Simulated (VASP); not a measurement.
# Ge: single point with revPBE

Ge:

```
Ge
1.0
     0.00000    2.18009    2.18009
     2.18009    0.00000    2.18009
     2.18009    2.18009    0.00000
Ge
1
Cartesian
  0.0000 0.0000 0.0000
```

This cell differs from its parent crystal: volume scaled by 1.04.

```json
{
  "Program": "VASP 6.6.1",
  "Task": "single point",
  "Functional": "revPBE",
  "Potentials or basis": "VASP PAW PBE potentials, release 64 (Ge_d)",
  "Cutoff": "520 eV",
  "k mesh": "14 × 14 × 14",
  "Occupations": "fermi-dirac, width 0.1 eV",
  "Spin": "no spin polarisation",
  "Dipole correction": "no",
  "Further INCAR settings": "ALGO = Normal; EDIFF = 1e-06; NBANDS = 13"
}
```

```
Pressure               : -2.0 GPa
Band gap on the k mesh : zero (band 7 reaches 14.07 eV, above the bottom of band 8 at 3.84 eV)
```

Levels at points of the mesh, in eV from the Fermi level:
```csv
k point,band 4,band 5,band 6,band 7,band 8,band 9,band 10,band 11
"(0.00, 0.00, 0.00)",-24.80,-24.80,-12.50,8.07,8.07,8.07,13.35,13.35
"(0.50, 0.00, 0.00)",-24.76,-24.76,-7.78,-5.09,6.22,6.22,11.17,12.14
"(0.50, 0.50, 0.00)",-24.76,-24.76,-5.73,-3.94,2.41,2.41,6.04,6.49
```

Wall time 21 s on 1 thread of Intel Xeon 8259CL, with other jobs on the host, peak memory 0.15 GiB.

Caveat: the PAW data sets were made with another functional, which shifts forces and pressure a little.
